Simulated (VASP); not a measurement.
# C (P2_1/m) in VASP: notebook

Runs on C. Level: PBE+D3(BJ). Tasks: single point.

All numbers are computed with VASP 6.6.1; they aren't measurements. Logs are shortened: lines on timing, memory, paths and dates and some standing lists are left out, and cuts for length are marked.

### Step 1. The cell of the first run

Symmetry: P2_1/m, No. 11, monoclinic system. Conventional cell: a = 3.650 Å, b = 2.465 Å, c = 11.107 Å, α = 90.00°, β = 96.79°, γ = 90.00°. C (site symmetry m) has 3 C at 1.42 Å within 1.9 Å. Within 1.9 Å of C (site symmetry m) lie 2 C at 1.42 Å. C (site symmetry m) has 3 C at 1.42 Å within 1.9 Å. C (site symmetry m) has 3 C at 1.42 Å within 1.9 Å. Within 1.9 Å of C (site symmetry m) lie 3 C at 1.42 Å.

### Step 2. Single point, PBE+D3(BJ) (the part above a cut slid along it)

Contents of INCAR:

```
ALGO = Normal
EDIFF = 1E-6
ENCUT = 520
GGA = PE
ISIF = 2
ISMEAR = 0
ISYM = 0
IVDW = 12
LASPH = T
LCHARG = F
LREAL = F
LWAVE = F
NBANDS = 31
NELM = 60
PREC = Accurate
SIGMA = 0.05
```

Contents of KPOINTS:

```
k-points
0
Gamma
  7 11 3
```

Contents of POSCAR:

```
C
1.0
    0.0000000000      1.4231666446     -3.3613878322
   -2.4649969361      0.0000000000      0.0000000000
    2.4649969361     11.0672043675      2.1485521624
C
10
Direct
    0.1938854915      0.3723451695      0.7723451695
    0.7381730823      0.6593877770      0.0593877770
    0.8521011846      0.3376271251      0.2376271251
   -0.0339707131      1.0158664732      0.4158664732
    0.0799573892      0.6941058214      0.5941058214
    0.7757550200      0.2188515711      0.1188515711
   -0.1103168777      0.8970909192      0.2970909192
    0.0036112246      0.5753302673      0.4753302673
    0.1175393269      1.2535696154      0.6535696154
    0.2314674292      0.9318089635      0.8318089635
```

Potentials or basis: VASP PAW PBE potentials, release 64 (C).

Run with:

```bash
cat potpaw_PBE.64/C/POTCAR > POTCAR
mpirun -np 1 vasp_std > vasp.out
```

OUTCAR:

```text
EDIFF = 1E-6
   ENCUT = 520
   GGA = PE
   ISIF = 2
   ISMEAR = 0
   ISYM = 0
   IVDW = 12
   LASPH = T
   LREAL = F
   NELM = 60
   PREC = Accurate
 IVDW          = 12

 ion  position               nearest neighbor table
   1  0.194  0.372  0.772-  10 1.42  10 1.42   9 1.42
   2  0.738  0.659  0.059-   6 1.42   6 1.42
   3  0.852  0.338  0.238-   7 1.42   7 1.42   6 1.42
   4  0.966  0.016  0.416-   8 1.42   8 1.42   7 1.42
   5  0.080  0.694  0.594-   9 1.42   9 1.42   8 1.42
   6  0.776  0.219  0.119-   2 1.42   2 1.42   3 1.42
   7  0.890  0.897  0.297-   3 1.42   3 1.42   4 1.42
   8  0.004  0.575  0.475-   4 1.42   4 1.42   5 1.42
   9  0.118  0.254  0.654-   5 1.42   5 1.42   1 1.42
  10  0.231  0.932  0.832-   1 1.42   1 1.42

IMPORTANT INFORMATION: All symmetrisations will be switched off!
NOSYMM: (Re-)initialisation of all symmetry stuff for point group C_1.

----------------------------------------------------------------------------------------

                                     Primitive cell

  volume of cell :      99.2381

  direct lattice vectors                    reciprocal lattice vectors
     0.000000000  1.423166645 -3.361387832     0.000000000  0.053368359 -0.274900719
    -2.464996936  0.000000000  0.000000000    -0.405680017  0.083494250  0.035350349
     2.464996936 11.067204368  2.148552162     0.000000000  0.083494250  0.035350349

  length of vectors
     3.650250876  2.464996936 11.540168924     0.280033189  0.415688842  0.090669383

  position of ions in fractional coordinates (direct lattice)
     0.193885491  0.372345170  0.772345169
     0.738173082  0.659387777  0.059387777
     0.852101185  0.337627125  0.237627125
     0.966029287  0.015866473  0.415866473
     0.079957389  0.694105821  0.594105821
     0.775755020  0.218851571  0.118851571
     0.889683122  0.897090919  0.297090919
     0.003611225  0.575330267  0.475330267
     0.117539327  0.253569615  0.653569615
     0.231467429  0.931808964  0.831808964

  ion indices of the primitive-cell ions
   primitive index   ion index
                 1           1
                 2           2
                 3           3
                 4           4
                 5           5
                 6           6
                 7           7
                 8           8
                 9           9
                10          10

----------------------------------------------------------------------------------------

[... 99 lines left out ...]
   POTIM  = 0.5000    time-step for ionic-motion
   TEBEG  =    0.0;   TEEND  =   0.0 temperature during run
   PSTRESS=    0.0 pullay stress
   NELECT =      40.0000    total number of electrons
   NUPDOWN=      -1.0000    fix difference up-down
   EMIN   =  10.00;   EMAX   =-10.00  energy-range for DOS
   EFERMI =   0.00;   METHOD = LEGACY
   ISMEAR =     0;   SIGMA  =   0.05  broadening in eV -4-tet -1-fermi 0-gaus
   EFERMI_NEDOS =   21; number of points for ismear=-14 and -15
   IALGO  =     38    algorithm
   IMIX   =      4    mixing-type and parameters
     AMIX     =   0.40;   BMIX     =  1.00
     AMIX_MAG =   1.60;   BMIX_MAG =  1.00
  volume/ion in A,a.u.               =       9.92        66.97
  Fermi-wavevector in a.u.,A,eV,Ry     =   1.209304  2.285252 19.897367  1.462415
  Thomas-Fermi vector in A             =   2.344885
   LORBIT       =      0    0 simple, 1 ext, 2 COOP (PROOUT), +10 PAW based schemes
   GGA     = PE    functional components
   LHFCALC =     F    Hartree Fock is set to
   AEXX    =    0.0000 exact exchange contribution
   IVDW    =    12    specifies the selected vdW correction
   LEPSILON=     F    determine dielectric tensor
   LRPA    =     F    only Hartree local field effects (RPA)
 non-spin polarized calculation
 Gauss-broadening in eV      SIGMA  =   0.05
  energy-cutoff  :      520.00
  volume of cell :       99.24
 maximum number of plane-waves:      2699
   NGX = 13   NGY =  9   NGZ = 43

 number of electron      40.0000000 magnetization

 Free energy of the ion-electron system (eV)
  ---------------------------------------------------
  ext. energy  EPLUGINS =         0.00000000
  ---------------------------------------------------
  free energy    TOTEN  =       -85.96972593 eV

  energy without entropy =      -85.96806441  energy(sigma->0) =      -85.96889517

 E-fermi :   3.0709     XC(G=0):  -9.8063

 val. band max:        3.0431187321   @ k =   0.1429   0.3636  -0.0000
 cond. band min:       3.0741560869   @ k =   0.4286   0.2727   0.3333
 fundamental gap:      0.0310373549
 Fermi energy:         3.0708557303

 k-point     1 :       0.0000    0.0000    0.0000
  band No.  band energies     occupation
      1     -16.1639      2.00000
      2     -15.3885      2.00000
      3     -14.2849      2.00000
      4     -12.7181      2.00000
      5     -11.3235      2.00000
      6      -8.3558      2.00000
[... 805 lines left out ...]
     30      12.4364      0.00000
     31      12.9984      0.00000

 [... further k-points ...]

------------------------ aborting loop because EDIFF is reached ----------------------------------------

 Edisp (eV)   -1.46494

 E8    (eV) :    -0.4158

  FORCE on cell =-STRESS in cart. coord.  units (eV):
  Direction    XX          YY          ZZ          XY          YZ          ZX
  --------------------------------------------------------------------------------------
  -------------------------------------------------------------------------------------
  Total      -1.44135    -0.42540    -1.07696    -0.00870     0.05870    -0.00313
  in kB     -23.27027    -6.86802   -17.38722    -0.14045     0.94762    -0.05060
  external pressure =      -15.84 kB  Pullay stress =        0.00 kB

 VOLUME and BASIS-vectors are now :
 -----------------------------------------------------------------------------
  energy-cutoff  :      520.00
  volume of cell :       99.24
      direct lattice vectors                 reciprocal lattice vectors
     0.000000000  1.423166645 -3.361387832     0.000000000  0.053368359 -0.274900719
    -2.464996936  0.000000000  0.000000000    -0.405680017  0.083494250  0.035350349
     2.464996936 11.067204368  2.148552162     0.000000000  0.083494250  0.035350349

 POSITION                                       TOTAL-FORCE (eV/Angst)
 -----------------------------------------------------------------------------------
      0.98600      8.82363      1.00770         0.001135      2.151095      0.081550
     -1.47900      1.70780     -2.35369         0.000728      1.032166     -0.562590
     -0.24650      3.84255     -2.35369         0.001420      0.672908      0.266412
      0.98600      5.97730     -2.35369         0.001458      0.073689     -0.023709
     -0.24650      6.68888      1.00770         0.001507      0.073522      0.022724
     -0.24650      2.41938     -2.35225        -0.001194     -2.150852     -0.081714
     -1.47900      4.55413     -2.35225        -0.001394     -0.073518     -0.022684
     -0.24650      5.26572      1.00913        -0.001545     -0.073608      0.023747
      0.98600      7.40047      1.00913        -0.001338     -0.672921     -0.266320
     -0.24650      9.53522      1.00913        -0.000778     -1.032482      0.562585
 -----------------------------------------------------------------------------------
    total drift:                               -0.000105      0.000163      0.000106

  FREE ENERGIE OF THE ION-ELECTRON SYSTEM (eV)
  ---------------------------------------------------
  free  energy   TOTEN  =       -87.4346622469 eV

  energy  without entropy=      -87.4330007196  energy(sigma->0) =      -87.43383148
```

stdout:

```text
POSCAR found type information on POSCAR C
 POSCAR found :  1 types and      10 ions
 scaLAPACK will be used
 LDA part: xc-table for (Slater+PW92), standard interpolation
 -----------------------------------------------------------------------------
|                                                                             |
|           W    W    AA    RRRRR   N    N  II  N    N   GGGG   !!!           |
|           W    W   A  A   R    R  NN   N  II  NN   N  G    G  !!!           |
|           W    W  A    A  R    R  N N  N  II  N N  N  G       !!!           |
|           W WW W  AAAAAA  RRRRR   N  N N  II  N  N N  G  GGG   !            |
|           WW  WW  A    A  R   R   N   NN  II  N   NN  G    G                |
|           W    W  A    A  R    R  N    N  II  N    N   GGGG   !!!           |
|                                                                             |
|     Your reciprocal lattice and k-lattice belong to different lattice       |
|     classes:                                                                |
|                                                                             |
|        The reciprocal lattice is simple monoclinic,                         |
|        whereas your k-lattice is triclinic.                                 |
|                                                                             |
|     Results are often still useful ...                                      |
|                                                                             |
 -----------------------------------------------------------------------------

 POSCAR, INCAR and KPOINTS ok, starting setup
 FFT: planning ... GRIDC
 FFT: planning ... GRID_SOFT
 FFT: planning ... GRID
 WAVECAR not read
 entering main loop
```

It took 4.8 min on 1 thread of Intel Xeon Platinum 8488C (Sapphire Rapids), shared host; peak memory 0.35 GiB.

What came out:

```
Free energy                : -87.4347 eV
Pressure                   : -1.6 GPa
Largest force              : 2.153 eV/Å
Dispersion energy per atom : -0.146 eV
```

Forces in eV/Å, atoms in the order of the input:
```
C    0.001  2.151  0.082
C    0.001  1.032 -0.563
C    0.001  0.673  0.266
C    0.001  0.074 -0.024
C    0.002  0.074  0.023
C   -0.001 -2.151 -0.082
C   -0.001 -0.074 -0.023
C   -0.002 -0.074  0.024
C   -0.001 -0.673 -0.266
C   -0.001 -1.032  0.563
```

Caveat: the cell differs from its parent crystal (the part above a cut slid along it); forces of over 1 eV/Å act on the atoms, so gaps and moduli don't describe the material at rest.

### Step 3. Single point, PBE+D3(BJ) (the part above a cut slid along it)

Contents of INCAR:

```
PREC = Accurate
ENCUT = 520
EDIFF = 1E-6
ISMEAR = 0
SIGMA = 0.05
LREAL = F
LASPH = T
NELM = 60
ALGO = Normal
ISIF = 2
LWAVE = F
LCHARG = T
GGA = PE
IVDW = 12
LELF = T
LVHAR = T
ISYM = 0
NBANDS = 31
```

Contents of KPOINTS:

```
regular mesh
0
Gamma
  7 11 3
```

Contents of POSCAR:

```
C
1.0
    0.0000000000      1.4231666446     -3.3613878322
   -2.4649969361      0.0000000000      0.0000000000
    2.4649969361     10.6067719279      1.9536112265
C
10
Direct
    0.1704101994      0.4090219290      0.8090219290
    0.7363680015      0.6622079555      0.0622079555
    0.8448785510      0.3489114489      0.2489114489
   -0.0466108996      1.0356149422      0.4356149422
    0.0618996499      0.7223184356      0.6223184356
    0.7721425480      0.2244955379      0.1244955379
   -0.1193469025      0.9111990313      0.3111990313
   -0.0108363531      0.5979025246      0.4979025246
    0.0976741964      1.2846060180      0.6846060180
    0.2061847459      0.9713095114      0.8713095114
```

Potentials or basis: VASP PAW PBE potentials, release 64 (C).

Run with:

```bash
cat potpaw_PBE.64/C/POTCAR > POTCAR
mpirun -np 1 vasp_std > vasp.out
```

It took 8 min on 1 thread of Intel Xeon 8259CL, shared host; peak memory 0.35 GiB.

The run converged. Its results:

```yaml
Free_energy: -87.6103 eV
Pressure: -1.2 GPa
Largest_force: 1.730 eV/Å
Band_gap_on_the_k_mesh: zero (bands 20 and 21 overlap by 0.04 eV)
Dispersion_energy_per_atom: -0.153 eV
```

Forces in eV/Å, atoms in the order of the input:
```
C    0.006  1.729 -0.047
C    0.004  0.973 -0.369
C    0.008  0.643  0.304
C    0.009  0.058 -0.030
C    0.009  0.065  0.030
C   -0.006 -1.729  0.047
C   -0.009 -0.065 -0.030
C   -0.009 -0.058  0.030
C   -0.008 -0.642 -0.304
C   -0.004 -0.973  0.369
```

Stress tensor (GPa, compression positive):
```
-3.06 -0.07 -0.02
-0.07  0.52  1.85
-0.02  1.85 -1.20
```

Levels at points of the mesh, in eV from the Fermi level:
```csv
k point,band 17,band 18,band 19,band 20,band 21,band 22,band 23,band 24
"(0.00, 0.00, 0.00)",-3.49,-3.01,-2.56,-0.88,1.27,2.24,4.90,4.98
```

Caveat: the cell differs from its parent crystal (the part above a cut slid along it); forces of over 1 eV/Å act on the atoms, so gaps and moduli don't describe the material at rest.

The gap in the log of VASP goes by the Fermi energy; the results here count the filled bands.